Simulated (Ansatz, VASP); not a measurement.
**Two plane-wave programs on Ir**

```
Ir
1.0
     0.00000    1.91970    1.80452
     1.91970    0.00000    1.80452
     1.91970    1.91970    0.00000
Ir
1
Direct
  0.00000 0.00000 0.00000
```

Change from the starting cell: strain -0.0600 x Voigt [0, 0, 1, 0, 0, 0], atoms carried along.

Alike in both runs: task single point; functional LDA; k mesh 8 × 8 × 8; occupations gaussian, width 0.15 eV; no spin polarisation.

```csv
,VASP,Ansatz
version,VASP 6.6.1,Ansatz 0.2.0
potentials or method,"VASP PAW LDA potentials, release 64 (Ir_sv_GW), cutoff 560 eV","scalar-relativistic, plane waves, PAW"
valence electrons in the cell,17,17
```

|  | VASP | Ansatz | Ansatz less VASP |
| --- | --- | --- | --- |
| gap on the k mesh at the Fermi level (eV) | none | none | - |
| pressure (GPa) | 20.2 | 20.5 | +0.27 |
| traceless stress, the component that is largest in VASP (GPa) | 16.95 | 17.02 | +0.073 |

LDA's correlation is that of Perdew and Zunger in VASP and of Perdew and Wang (1992) in Ansatz. A gap of «none» marks a metal or a gap that the smearing closes.

The k mesh is coarse, so the values compare programs but aren't converged. Neither program's run includes spin-orbit coupling.
